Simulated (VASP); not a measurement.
Crystal: InCu3O3.

```xyz
7
Lattice="2.6212 1.5134 4.2586 -2.6212 1.5134 4.2586 0.0000 -3.0267 4.2586" Properties=species:S:1:pos:R:3 pbc="T T T"
In    0.0000    0.0000    0.0000
Cu    0.0000   -1.5134    2.1293
Cu    1.3106    0.7567    2.1293
Cu   -1.3106    0.7567    2.1293
O     0.0000    1.5134    4.2586
O    -1.3106   -0.7567    4.2586
O     1.3106   -0.7567    4.2586
```

The cell was generated, and may not be a known phase.

| Item | Value |
| --- | --- |
| Program | VASP 6.6.1 |
| Task | relaxation of cell and atoms |
| Functional | PBE |
| Potentials or basis | VASP PAW PBE potentials, release 64 (In_d, Cu, O) |
| Cutoff | 600 eV |
| k mesh | 3 × 3 × 3 |
| Occupations | gaussian, width 0.15 eV |
| Spin | collinear spin |
| Starting moments | [0.0, 1.0, 1.0, 1.0, 0.0, 0.0, 0.0] μB |

At the start: pressure -8.7 GPa; volume 14.48 Å³/atom.

Where does the relaxation end?

Over 4 steps the energy falls by 51.4 meV/atom and the volume is 12.93 Å³/atom (-10.7 %); space group R-3m (No. 166, to 0.1 Å) before and after; moment 1.75 μB per cell.

The path:
```
step  energy change (eV)  largest force (eV/Å)  pressure (GPa)  volume (Å³)
   1              0.0000                0.0000           -8.68       101.36
   2             -0.3520                0.0000            0.42        90.27
   3             -0.3520                0.0000            0.29        90.40
   4             -0.3599                0.0000            0.30        90.53
```

Final structure:
```
In Cu O
1.0
     2.54860    1.47143    4.02348
    -2.54860    1.47143    4.02348
     0.00000   -2.94286    4.02348
In Cu O
1 3 3
Direct
  0.00000 0.00000 0.00000
  0.00000 0.00000 0.50000
  0.50000 0.00000 0.00000
  0.00000 0.50000 0.00000
  0.50000 0.50000 0.00000
  0.00000 0.50000 0.50000
  0.50000 0.00000 0.50000
```

Caveat: the k points lie up to 0.51 Å⁻¹ apart in the final cell.
